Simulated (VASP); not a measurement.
BN:

```
CELL_PARAMETERS angstrom
0.02794 1.79667 1.79667
1.79667 0.02794 1.79667
1.79667 1.79667 0.02794
ATOMIC_POSITIONS crystal
B 0.00014 0.00014 0.00014
N 0.24986 0.24986 0.24986
```

This cell differs from its parent crystal: epitaxial 111 strain -2.0%.

Base run:

* Program: VASP 6.6.1
* Functional: r2SCAN
* Potentials or basis: VASP PAW PBE potentials, release 64 (B, N)
* Cutoff: 520 eV
* k mesh: 12 × 12 × 12
* Occupations: gaussian, width 0.01 eV
* Spin: no spin polarisation

Its results: band gap on the k mesh 4.96 eV, indirect (least direct gap 9.13 eV); pressure 17.1 GPa; largest force 0.006 eV/Å.

Q: The run is repeated on the same cell with these changes: functional from r2SCAN to PBE; k mesh from 12 × 12 × 12 to 6 × 6 × 6. What comes out?

A: Band gap on the k mesh 4.44 eV, indirect (least direct gap 8.43 eV); pressure 20.9 GPa; largest force 0.035 eV/Å.

Several settings changed at once, so the effect can't be laid on one alone.

Caveats: some runs use coarse meshes; the PAW data sets were made with another functional, which shifts forces and pressure a little (some runs).

A k mesh can miss the band edges.
